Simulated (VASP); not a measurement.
**SiC3: single point with r2SCAN**

The system is SiC3.

```xyz
4
Lattice="2.7145 0.0000 0.0000 0.0000 2.7145 0.0000 0.0000 0.0000 3.9702" Properties=species:S:1:pos:R:3 pbc="T T T"
C     1.3572    0.0000    3.1313
C     1.3572    1.3572    0.0000
C     0.0000    1.3572    0.8389
Si    0.0000    0.0000    1.9851
```

This cell differs from its parent crystal: strain -2.9%.

* Program: VASP 6.6.1
* Task: single point
* Functional: r2SCAN
* Potentials or basis: VASP PAW PBE potentials, release 64 (C, Si)
* Cutoff: 520 eV
* k mesh: 10 × 10 × 6
* Occupations: gaussian, width 0.01 eV
* Spin: no spin polarisation

```
Pressure               : 30.8 GPa
Largest force          : 0.062 eV/Å
Band gap on the k mesh : 1.60 eV, indirect (least direct gap 2.08 eV)
```

Forces in eV/Å, atoms in the order of the input:
```
C    0.000  0.000 -0.062
C    0.000  0.000  0.000
C    0.000  0.000  0.062
Si   0.000  0.000  0.000
```

Stress tensor (GPa, compression positive):
```
29.19  0.00  0.00
 0.00 29.19  0.00
 0.00  0.00 33.90
```

Levels at points of the mesh, in eV from the valence-band top:
```
           k point  band 6  band 7  band 8  band 9  band 10  band 11
(0.00, 0.00, 0.00)   -0.70    0.00    0.00    2.08     3.34     5.74
(0.50, 0.00, 0.00)   -6.92   -4.57   -0.97    5.51     6.38     6.97
(0.50, 0.50, 0.00)   -6.00   -6.00   -4.36    1.88     1.88     2.20
(0.00, 0.00, 0.50)   -4.27   -1.58   -1.58    3.08     3.46     6.76
(0.50, 0.00, 0.50)   -3.00   -2.52   -0.84    3.79     6.28     6.87
(0.50, 0.50, 0.50)   -7.55   -7.55   -7.23    6.05     6.05     6.70
```

Run time: 120 s on 1 thread of Intel Xeon 6975P-C, on a shared host, peak memory 0.16 GiB.

Caveat: the cell differs from its parent crystal (strain -2.9%); the PAW data sets were made with another functional, which shifts forces and pressure a little. A k mesh can miss the band edges.
